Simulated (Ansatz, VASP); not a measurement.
# ZnS in VASP and in Ansatz

The input INCAR:

```
SYSTEM = ZnS
ALGO = Normal
EDIFF = 1E-6
ENCUT = 520
GGA = PE
ISIF = 2
ISMEAR = 0
LASPH = .TRUE.
LCHARG = .FALSE.
LREAL = .FALSE.
LWAVE = .FALSE.
NBANDS = 46
NELM = 80
PREC = Accurate
SIGMA = 0.05
```

The input KPOINTS:

```
k-points
0
G
  9 9 4
  0 0 0
```

Contents of POSCAR:

```
ZnS
1.0
    3.7266803813      0.0000000000      0.0000000000
   -1.8633401906      3.2273998820      0.0000000000
    0.0000000000      0.0000000000     13.7704566770
Zn S
4 4
Direct
    0.0000000000      0.0000000000      0.0000492057
    0.0000000000      0.0000000000      0.5000492057
    0.3333333333      0.6666666667      0.2500242903
    0.6666666667      0.3333333333      0.7500242903
    0.0000000000      0.0000000000      0.1872905901
    0.0000000000      0.0000000000      0.6872905901
    0.3333333333      0.6666666667      0.4376359138
    0.6666666667      0.3333333333      0.9376359138
```

Input for Ansatz:

```yaml
crystal:
  lattice:
    - [3.7266803813, 0.0, 0.0]
    - [-1.8633401906, 3.227399882, 0.0]
    - [0.0, 0.0, 13.770456677]
  atoms:
    - { symbol: Zn, position: [0.0, 0.0, 4.92057e-05] }
    - { symbol: Zn, position: [0.0, 0.0, 0.5000492057] }
    - { symbol: Zn, position: [0.3333333333, 0.6666666667, 0.2500242903] }
    - { symbol: Zn, position: [0.6666666667, 0.3333333333, 0.7500242903] }
    - { symbol: S, position: [0.0, 0.0, 0.1872905901] }
    - { symbol: S, position: [0.0, 0.0, 0.6872905901] }
    - { symbol: S, position: [0.3333333333, 0.6666666667, 0.4376359138] }
    - { symbol: S, position: [0.6666666667, 0.3333333333, 0.9376359138] }
basis:
  ecutwfc: 520.0
kpoints:
  mp_grid: { grid: [9, 9, 4] }
hamiltonian:
  xc: pbe
scf:
  occupations: { method: gaussian, width: 0.05 }
output:
  forces: true
  stress: true
  eigenvalues: true
```

Alike in both runs: task single point; functional PBE; k mesh 9 × 9 × 4; occupations gaussian, width 0.05 eV; no spin polarisation.

|  | VASP | Ansatz |
| --- | --- | --- |
| version | VASP 6.6.1 | Ansatz 0.2.0 |
| potentials or method | VASP PAW PBE potentials, release 64 (Zn, S), cutoff 520 eV | scalar-relativistic, plane waves, PAW |
| valence electrons in the cell | 72 | 72 |

Ansatz gave:

| Property | Result |
| --- | --- |
| gap on the k mesh at the Fermi level (eV) | 1.56 |
| least direct gap on the mesh (eV) | 1.56 |
| pressure (GPa) | -0.3 |
| traceless stress, the component that is largest in VASP (GPa) | -8.03 |
| rms of the force components (eV/Å) | 0.156 |

Problem. Which values does VASP return?

Solution. gap on the k mesh at the Fermi level (eV): 1.56; least direct gap on the mesh (eV): 1.56; pressure (GPa): -0.1; traceless stress, the component that is largest in VASP (GPa): -8.09; rms of the force components (eV/Å): 0.162.

Atom by atom the forces differ by 0.006 eV/Å (rms over components). The functional is the same, so the differences come from potentials, cutoffs and numerics.
